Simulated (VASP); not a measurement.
Write the native input for VASP 6.6.1 that does the following.

```yaml
Task: single point
Functional: HSE06
Potentials_or_basis: VASP PAW PBE potentials, release 64 (Cd, S)
Cutoff: 520 eV
k_mesh: 6 × 6 × 6
Occupations: fermi-dirac, width 0.02 eV
Spin: no spin polarisation
Dipole_correction: no
Grid_for_exact_exchange_PRECFOCK: Normal
Further_INCAR_settings: ALGO = Normal; EDIFF = 1e-06; NBANDS = 16
Share_of_exact_exchange: 0.25
Screening_parameter: 0.2079 1/Å
```

Crystal: CdS.

```xyz
2
Lattice="0.0000 2.7268 2.6450 2.7268 0.0000 2.6450 2.7268 2.7268 0.0000" Properties=species:S:1:pos:R:3 pbc="T T T"
Cd    0.0000    0.0000    0.0000
S     2.7268    2.7268    2.6450
```

This cell differs from its parent crystal: uniaxial z strain -3.0%.

These files were run (other wordings do the same):

POSCAR

```
CdS
1.0
    0.0000000000      2.7267765455      2.6449732491
    2.7267765455      0.0000000000      2.6449732491
    2.7267765455      2.7267765455      0.0000000000
Cd S
1 1
Direct
    0.0000000000      0.0000000000      0.0000000000
    0.5000000000      0.5000000000      0.5000000000
```

INCAR.step1

```
PREC     = Accurate       # precision mode
ENCUT    = 520            # plane-wave cutoff, eV
EDIFF    = 1E-5           # SCF threshold, eV
ISMEAR   = -1             # smearing method
SIGMA    = 0.02           # smearing width, eV
LREAL    = F              # projectors in reciprocal space
LASPH    = T              # aspherical terms in the spheres
NELM     = 80             # most SCF steps
ALGO     = Normal         # electronic algorithm
ISIF     = 2              # what is computed and relaxed
LWAVE    = T              # write WAVECAR
LCHARG   = F              # write CHGCAR
GGA      = PE             # functional
NBANDS   = 16             # bands
```

INCAR.step2

```
PREC     = Accurate       # precision mode
ENCUT    = 520            # plane-wave cutoff, eV
EDIFF    = 1E-6           # SCF threshold, eV
ISMEAR   = -1             # smearing method
SIGMA    = 0.02           # smearing width, eV
LREAL    = F              # projectors in reciprocal space
LASPH    = T              # aspherical terms in the spheres
NELM     = 80             # most SCF steps
ALGO     = Normal         # electronic algorithm
ISIF     = 2              # what is computed and relaxed
LWAVE    = F              # write WAVECAR
LCHARG   = F              # write CHGCAR
GGA      = PE             # functional
LHFCALC  = T              # exact exchange
HFSCREEN = 0.2079         # screening, 1/A
PRECFOCK = Normal       
ISTART   = 1            
NBANDS   = 16             # bands
```

KPOINTS

```
regular mesh
0
Gamma
  6 6 6
```

Potentials or basis: VASP PAW PBE potentials, release 64 (Cd, S).

Launch:

```bash
$ cat potpaw_PBE.64/Cd/POTCAR potpaw_PBE.64/S/POTCAR > POTCAR
$ cp INCAR.step1 INCAR
$ mpirun -np 1 vasp_std > vasp.out
$ cp INCAR.step2 INCAR
$ mpirun -np 1 vasp_std > vasp.out
```

Results of the run:

* Pressure: 3.3 GPa
* Band gap on the k mesh: 1.04 eV (least direct gap 2.93 eV)

Caveat: the cell differs from its parent crystal (uniaxial z strain -3.0%); the cell stands under pressure; the PAW data sets were made with another functional, which shifts forces and pressure a little.

Run time: 96 min on 1 thread of Intel(R) Xeon(R) Platinum 8259CL CPU @ 2.50GHz (Skylake/Cascade Lake) (shared host), peak memory 0.29 GiB.
